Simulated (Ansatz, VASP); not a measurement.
## Lu2SiNF2 in VASP and in Ansatz

```xyz
6
Lattice="3.2641 0.0000 0.0000 0.0000 3.2641 0.0000 0.0000 0.0000 7.7130" Properties=species:S:1:pos:R:3 pbc="T T T"
Lu    1.6320    0.0000    2.1113
Lu    0.0000    1.6320    5.6017
Si    0.0000    0.0000    0.0000
N     1.6320    1.6320    0.0000
F     1.6320    0.0000    4.5515
F     0.0000    1.6320    3.1615
```

Change from the starting cell: species swapped into the Nd2FeSi2Ru type (P-4m2, No. 115).

Alike in both runs: functional PBE; k mesh 6 × 6 × 2; occupations gaussian, width 0.1 eV; no spin polarisation.

Ansatz relaxed the structure, and its values are those at the end. VASP's run is a single point on that final structure, the one shown.

|  | VASP | Ansatz |
| --- | --- | --- |
| version | VASP 6.6.1 | Ansatz 0.2.0 |
| potentials or method | VASP PAW PBE potentials, release 64 (Lu, Si, N, F), cutoff 520 eV | scalar-relativistic, plane waves, PAW |
| valence electrons in the cell | 73 | 73 |

VASP gave:

* gap on the k mesh at the Fermi level (eV): none
* pressure (GPa): 0.2
* rms of the force components (eV/Å): 0.014

Question: Estimate Ansatz's values.

Answer: gap on the k mesh at the Fermi level (eV): none; pressure (GPa): 0.0; rms of the force components (eV/Å): 0.014.

A gap of «none» marks a metal or a gap that the smearing closes.

The k mesh is coarse, so the values compare programs but aren't converged. Neither program's run includes spin-orbit coupling.
